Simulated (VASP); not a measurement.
# HfO2: single point with PBE

HfO2:

```
CELL_PARAMETERS angstrom
-0.06599 2.44650 2.44650
2.44650 -0.06599 2.44650
2.44650 2.44650 -0.06599
ATOMIC_POSITIONS crystal
Hf 0.00000 0.00000 0.00000
O 0.25000 0.25000 0.25000
O 0.75000 0.75000 0.75000
```

| Item | Value |
| --- | --- |
| Program | VASP 6.6.1 |
| Task | single point |
| Functional | PBE |
| Potentials or basis | VASP PAW PBE potentials, release 64 (Hf_pv, O) |
| Cutoff | 520 eV |
| k mesh | 8 × 8 × 8 |
| Occupations | gaussian, width 0.05 eV |
| Spin | no spin polarisation |
| Dipole correction | no |
| Further INCAR settings | ALGO = Normal; EDIFF = 1e-06; NBANDS = 18 |

```json
{"Pressure": "20.6 GPa", "Largest force": "0.580 eV/Å", "Band gap on the k mesh": "4.00 eV, direct"}
```

Forces on the atoms (eV/Å):
```
Hf   0.000  0.000  0.000
O    0.335  0.335  0.335
O   -0.335 -0.335 -0.335
```

Stress tensor (GPa, compression positive):
```
20.61  4.06  4.06
 4.06 20.61  4.06
 4.06  4.06 20.61
```

Levels at points of the mesh, in eV from the valence-band top:
```tsv
k point	band 8	band 9	band 10	band 11	band 12	band 13	band 14	band 15
(0.00, 0.00, 0.00)	-5.71	-0.65	-0.63	-0.63	4.06	4.06	6.38	11.13
(0.50, 0.00, 0.00)	-3.10	-2.90	-1.96	-1.79	4.71	4.99	7.49	9.32
(0.50, 0.50, 0.00)	-3.48	-1.83	-1.46	0.00	4.00	5.90	7.19	8.50
(0.50, 0.50, 0.50)	-3.30	-2.77	-1.96	-1.96	4.97	4.97	8.09	9.26
```

It took 32 s on 1 thread of AMD EPYC 7R13 Processor (Zen 3), on a shared host, peak memory 0.15 GiB.

Caveat: spin-orbit coupling is left out, which moves the levels of the heavy elements. A k mesh can miss the band edges.
